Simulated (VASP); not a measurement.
CoO:

```
Co O
1.0
     0.00000    2.11719    2.11719
     2.11719    0.00000    2.11719
     2.11719    2.11719    0.00000
Co O
1 1
Direct
  0.00000 0.00000 0.00000
  0.50000 0.50000 0.50000
```

Base run:

| Property | Result |
| --- | --- |
| Program | VASP 6.6.1 |
| Functional | PBEsol |
| Dispersion | D4 |
| Potentials or basis | VASP PAW PBE potentials, release 64 (Co_sv, O) |
| Cutoff | 600 eV |
| k mesh | 11 × 11 × 11 |
| Occupations | fermi-dirac, width 0.05 eV |
| Spin | collinear spin, ferromagnetic start |
| Starting moments | [2.0, 0.0] μB |

Its results: pressure -12.2 GPa; net moment 2.91 μB per cell; site moments Co +2.50; O +0.31 μB.

Q: The run is repeated on the same cell with these changes: potentials or basis from VASP PAW PBE potentials, release 64 (Co_sv, O) to VASP PAW PBE potentials, release 64 (Co, O); cutoff from 600 eV to 520 eV; further incar settings from ALGO = Normal; EDIFF = 1e-06; NBANDS = 22 to ALGO = Normal; EDIFF = 1e-07; NBANDS = 18; valence electrons from 23 to 15. What comes out?

A: Pressure -10.2 GPa; net moment 2.89 μB per cell; site moments Co +2.53; O +0.31 μB.

Caveats: the PAW data sets were made with another functional, which shifts forces and pressure a little; a cell with one magnetic atom can't hold antiferromagnetic order, which such compounds often take; pairwise dispersion overbinds metals, which lowers pressure and volume.
